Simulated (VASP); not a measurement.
Set up this calculation in VASP 6.6.1, as the native input.

```
Task                   : relaxation of cell and atoms
Functional             : PBE
Potentials or basis    : VASP PAW PBE potentials, release 64 (Ir)
Cutoff                 : 600 eV
k mesh                 : 17 × 17 × 9
Occupations            : fermi-dirac, width 0.05 eV
Spin                   : no spin polarisation
Dipole correction      : no
Further INCAR settings : ALGO = Normal; EDIFF = 1e-06; IBRION = 2; EDIFFG = -0.005; NSW = 45; ISIF = 3
```

The structure of Ir lies in POSCAR:

```
Ir
1.0
    2.7493257706      0.0000000000      0.0000000000
   -1.3746628853      2.3809859606      0.0000000000
    0.0000000000      0.0000000000      4.4497555383
Ir
2
Direct
    0.3333333333      0.6666666667      0.2500000000
    0.6666666667      0.3333333333      0.7500000000
```

This isn't the form of Ir at room conditions, which is fcc.

The input as run:

INCAR

```
SYSTEM = Ir
  ALGO = Normal
  EDIFF = 1E-6
  EDIFFG = -0.005
  ENCUT = 600
  GGA = PE
  IBRION = 2
  ISIF = 3
  ISMEAR = -1
  LASPH = .True.
  LCHARG = .False.
  LREAL = .False.
  LWAVE = .False.
  NELM = 60
  NSW = 45
  PREC = Accurate
  SIGMA = 0.05
```

KPOINTS

```
k-points
0
Gamma
  17 17 9
  0 0 0
```

Potentials or basis: VASP PAW PBE potentials, release 64 (Ir).

The run is started by

```sh
$ cat potpaw_PBE.64/Ir/POTCAR > POTCAR
$ mpirun -np 1 vasp_std > vasp.out
```

Results of the run:

```json
{"Relaxed volume": "14.59 Å³/atom", "Relaxed cell": "a = 2.751 Å, b = 2.751 Å, c = 4.452 Å, α = 90.00°, β = 90.00°, γ = 120.00°", "Space group after relaxing (to 0.1 Å)": "P6_3/mmc (No. 194)", "Energy gained by relaxing": "0.0 meV/atom", "Ionic steps": "3", "Pressure after relaxing": "0.0 GPa", "Band gap on the k mesh": "zero (bands 9 and 10 overlap by 3.13 eV)"}
```

Caveat: spin-orbit coupling is left out, which moves the levels of the heavy elements.

Run time: 2.4 min on 1 thread of Intel Xeon 8259CL (shared host), peak memory 0.21 GiB.
